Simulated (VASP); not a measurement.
Input of a VASP 6.6.1 run:

The input INCAR:

```
PREC = Accurate ; ENCUT = 520
EDIFF = 1E-6 ; ISMEAR = -1
SIGMA = 0.05 ; LREAL = False
LASPH = True ; NELM = 120
ALGO = Normal ; ISIF = 2
LWAVE = False ; LCHARG = False
GGA = PE ; IVDW = 12
NBANDS = 42 ; GGA_COMPAT = False
```

The input KPOINTS:

```
regular mesh
0
Gamma
  1 1 1
```

The input POSCAR:

```
N
1.0
    6.7952560000      0.0000000000      0.0000000000
    0.0000000000      6.7952560000      0.0000000000
    0.0000000000      0.0000000000      6.7952560000
N
12
Direct
    0.9397879933      0.8124785880      0.1282806711
    0.8670019202      0.9415244989      0.1963428604
    0.0291232589      0.9340192629      0.5998302345
   -0.0848974638      0.9659238739      0.7113639280
    0.0321695018      0.3609871357      0.8689150195
   -0.0589381769      0.3258008234      0.9971368260
    0.2546776751      0.4016184232      0.3618112401
    0.2241858143      0.2461128764      0.3480663569
    0.4667815311      0.6472750990      0.0250910341
    0.3715238984      0.7357485870      0.1207460028
    0.4362896703      0.2334569882      0.8431470426
    0.4468558653      0.0756262899      0.8037666278
```

Potentials or basis: VASP PAW PBE potentials, release 64 (N).

The run is started by

```bash
$ cat potpaw_PBE.64/N/POTCAR > POTCAR
$ mpirun -np 1 vasp_gam > vasp.out
```

Problem. Predict the largest force.

Solution. 5.461 eV/Å.

Problem. What does it give for the pressure?

Solution. 2.9 GPa.

Problem. What does it give for the dispersion energy per atom?

Solution. -0.049 eV.

Forces in eV/Å, atoms in the order of the input:
```
N    0.223 -0.586 -0.301
N   -0.389  0.467  0.337
N    0.830 -0.338 -0.723
N   -0.830  0.163  0.707
N    1.480  0.758 -2.294
N   -1.657 -0.466  2.256
N    1.024  5.289  0.656
N   -0.981 -5.347 -0.522
N    1.615 -1.384 -1.563
N   -1.452  1.530  1.496
N    0.059  0.699  0.191
N    0.076 -0.786 -0.241
```

Caveat: the k points lie up to 0.92 Å⁻¹ apart; the standard files for N, O and F lose accuracy on very short bonds; the atoms stand as in a frame of molecular dynamics.
